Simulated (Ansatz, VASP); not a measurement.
## Ti: VASP beside Ansatz

Contents of INCAR:

```
SYSTEM = Ti
ALGO = Normal ; EDIFF = 1E-6
ENCUT = 520 ; GGA = PS
ISIF = 2 ; ISMEAR = -1
LASPH = .TRUE. ; LCHARG = .FALSE.
LREAL = .FALSE. ; LWAVE = .FALSE.
NBANDS = 12 ; NELM = 100
PREC = Accurate ; SIGMA = 0.15
```

KPOINTS

```
k-points
0
G
  15 15 15
  0 0 0
```

Contents of POSCAR:

```
Ti
1.0
   -1.6738200000      1.6410000000      1.6410000000
    1.6410000000     -1.6738200000      1.6410000000
    1.6410000000      1.6410000000     -1.6738200000
Ti
1
Direct
    0.0000000000      0.0000000000      0.0000000000
```

Input for Ansatz:

```yaml
crystal:
  lattice:
    - [-1.67382, 1.641, 1.641]
    - [1.641, -1.67382, 1.641]
    - [1.641, 1.641, -1.67382]
  atoms:
    - { symbol: Ti, position: [0.0, 0.0, 0.0] }
basis:
  ecutwfc: 520.0
kpoints:
  mp_grid:
    grid: [15, 15, 15]
hamiltonian:
  xc: pbesol
scf:
  occupations:
    method: fermi_dirac
    width: 0.15
output:
  stress: true
```

Alike in both runs: task single point; functional PBEsol; k mesh 15 × 15 × 15; occupations fermi-dirac, width 0.15 eV; no spin polarisation.

|  | VASP | Ansatz |
| --- | --- | --- |
| version | VASP 6.6.1 | Ansatz 0.2.0 |
| potentials or method | VASP PAW PBE potentials, release 64 (Ti_sv), cutoff 520 eV | plane waves, PAW |
| valence electrons in the cell | 12 | 12 |

|  | VASP | Ansatz | Ansatz less VASP |
| --- | --- | --- | --- |
| pressure (GPa) | -5.9 | -5.8 | +0.17 |
| traceless stress, the component that is largest in VASP (GPa) | 0.63 | 0.63 | +0.001 |

VASP's potentials were made for PBE, not for PBEsol. The functional is the same, so the differences come from potentials, cutoffs and numerics.
